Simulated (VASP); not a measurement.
# Ag (Fm-3m) in VASP: further runs, part 2 of 2

VASP 6.6.1.

**3. Relaxation of cell and atoms, LDA**

This run uses another cell than the first one, of 17.05 Å³/atom.

Contents of INCAR:

```
ALGO     = Fast           # electronic algorithm
EDIFF    = 1E-6           # SCF threshold, eV
EDIFFG   = -0.001         # ionic threshold
ENCUT    = 600            # plane-wave cutoff, eV
IBRION   = 2              # ionic algorithm
ISIF     = 3              # what is computed and relaxed
ISMEAR   = 0              # smearing method
LASPH    = True           # aspherical terms in the spheres
LCHARG   = False          # write CHGCAR
LREAL    = False          # projectors in reciprocal space
LWAVE    = False          # write WAVECAR
NELM     = 80             # most SCF steps
NSW      = 80             # ionic steps
PREC     = Accurate       # precision mode
SIGMA    = 0.2            # smearing width, eV
```

Contents of KPOINTS:

```
k-points
0
Gamma
  28 28 28
```

Contents of POSCAR:

```
Ag
1.0
    0.0000000000      2.0427500000      2.0427500000
    2.0427500000      0.0000000000      2.0427500000
    2.0427500000      2.0427500000      0.0000000000
Ag
1
Direct
    0.0000000000      0.0000000000      0.0000000000
```

Potentials or basis: VASP PAW LDA potentials, release 64 (Ag).

On the command line:

```console
$ cat potpaw_LDA.64/Ag/POTCAR > POTCAR
$ mpirun -np 1 vasp_std > vasp.out
```

OUTCAR:

```text
EDIFF = 1E-6
   EDIFFG = -0.001
   ENCUT = 600
   IBRION = 2
   ISIF = 3
   ISMEAR = 0
   LASPH = True
   LREAL = False
   NELM = 80
   NSW = 80
   PREC = Accurate

 ion  position               nearest neighbor table
   1  0.000  0.000  0.000-

  LATTYP: Found a face centered cubic cell.
 ALAT       =     4.0855000000

  Lattice vectors:

 A1 = (   0.0000000000,   2.0427500000,   2.0427500000)
 A2 = (   2.0427500000,   0.0000000000,   2.0427500000)
 A3 = (   2.0427500000,   2.0427500000,   0.0000000000)

Analysis of symmetry for initial positions (statically):
=====================================================================
 Subroutine PRICEL returns:
 Original cell was already a primitive cell.

 Routine SETGRP: Setting up the symmetry group for a
 face centered cubic supercell.

 Subroutine GETGRP returns: Found 48 space group operations
 (whereof 48 operations were pure point group operations)
 out of a pool of 48 trial point group operations.

The static configuration has the point symmetry O_h .

Analysis of symmetry for dynamics (positions and initial velocities):
=====================================================================
 Subroutine PRICEL returns:
 Original cell was already a primitive cell.

 Routine SETGRP: Setting up the symmetry group for a
 face centered cubic supercell.

[... 160 lines left out ...]
  Total       -0.7444040     -0.7444040     -0.7444040      0.0000000      0.0000000      0.0000000
  in kB      -69.9590009    -69.9590009    -69.9590009      0.0000000      0.0000000      0.0000000
  external PRESSURE =     -69.9590009 kB  Pullay stress =       0.0000000 kB
[... 197 lines left out ...]
--------------------------------------- Ionic step        7  -------------------------------------------

 number of electron      11.0000002 magnetization

 Free energy of the ion-electron system (eV)
  ---------------------------------------------------
  ext. energy  EPLUGINS =         0.00000000
  ---------------------------------------------------
  free energy    TOTEN  =        -3.78549336 eV

  energy without entropy =       -3.78103594  energy(sigma->0) =       -3.78326465

 E-fermi :   9.1016     XC(G=0): -12.9509

 val. band max:        9.0603759592   @ k =   0.5000   0.2143   0.0714
 cond. band min:       9.1050923212   @ k =   0.5000   0.3571   0.1429
 fundamental gap:      0.0447163620
 Fermi energy:         9.1016383258

 k-point     1 :       0.0000    0.0000    0.0000
  band No.  band energies     occupation
      1       0.7527      2.00000
      2       4.0370      2.00000
      3       4.0370      2.00000
      4       4.0370      2.00000
      5       5.2126      2.00000
      6       5.2126      2.00000
      7      25.1832      0.00000
      8      29.0580      0.00000
      9      29.0580      0.00000
[... 265 lines left out ...]
 k-point    24 :       0.3214    0.0357    0.0000
  band No.  band energies     occupation
      1       2.3938      2.00000
      2       4.1796      2.00000
      3       4.2233      2.00000
      4       4.8811      2.00000
      5       5.6614      2.00000
      6       5.6700      2.00000
      7      18.3336      0.00000
      8      25.4033      0.00000
      9      28.0091      0.00000

 [... further k-points ...]
[... 5 lines left out ...]
  --------------------------------------------------------------------------------------
  -------------------------------------------------------------------------------------
  Total        0.0003713      0.0003713      0.0003713     -0.0000000      0.0000000     -0.0000000
  in kB        0.0371135      0.0371135      0.0371135     -0.0000000      0.0000000     -0.0000000
  external PRESSURE =       0.0371135 kB  Pullay stress =       0.0000000 kB
[... 16 lines left out ...]
  FREE ENERGIE OF THE ION-ELECTRON SYSTEM (eV)
  ---------------------------------------------------
  free  energy   TOTEN  =        -3.7854933551 eV

  energy  without entropy=       -3.7810359414  energy(sigma->0) =       -3.78326465

 reached required accuracy - stopping structural energy minimisation
```

CONTCAR:

```text
Ag
   1.00000000000000
     0.0000000000000000    2.0011693041484411    2.0011693041484411
     2.0011693041484411    0.0000000000000000    2.0011693041484411
     2.0011693041484411    2.0011693041484411    0.0000000000000000
  Ag
     1
Direct
     0.0000000000000000    0.0000000000000000    0.0000000000000000

  0.00000000E+00  0.00000000E+00  0.00000000E+00
```

Run time: 3 min. Hardware: 1 thread of Intel Xeon Platinum 8488C (Sapphire Rapids), shared host; peak memory 0.26 GiB.

What came out:

```
Free energy                           : -3.7855 eV
Relaxed volume                        : 16.03 Å³/atom
Relaxed cell                          : a = 2.830 Å, b = 2.830 Å, c = 2.830 Å, α = 60.00°, β = 60.00°, γ = 60.00°
Space group after relaxing (to 0.1 Å) : Fm-3m (No. 225)
Energy gained by relaxing             : 24.5 meV/atom
Ionic steps                           : 7
Pressure after relaxing               : 0.0 GPa
Band gap on the k mesh                : zero (an odd number of electrons rules out a gap without spin polarisation)
```

The path:
```
step  energy change (eV)  largest force (eV/Å)  pressure (GPa)  volume (Å³)
   1              0.0000                0.0000           -7.00        17.05
   2             -0.0075                0.0000            7.74        15.28
   3             -0.0245                0.0000           -0.65        16.03
   4             -0.0244                0.0000            0.57        15.96
   5             -0.0244                0.0000            0.31        15.99
   6             -0.0245                0.0000           -0.26        16.06
   7             -0.0245                0.0000            0.00        16.03
```

Final structure:
```
Ag
1.0
     0.00000    2.00117    2.00117
     2.00117    0.00000    2.00117
     2.00117    2.00117    0.00000
Ag
1
Direct
  0.00000 0.00000 0.00000
```
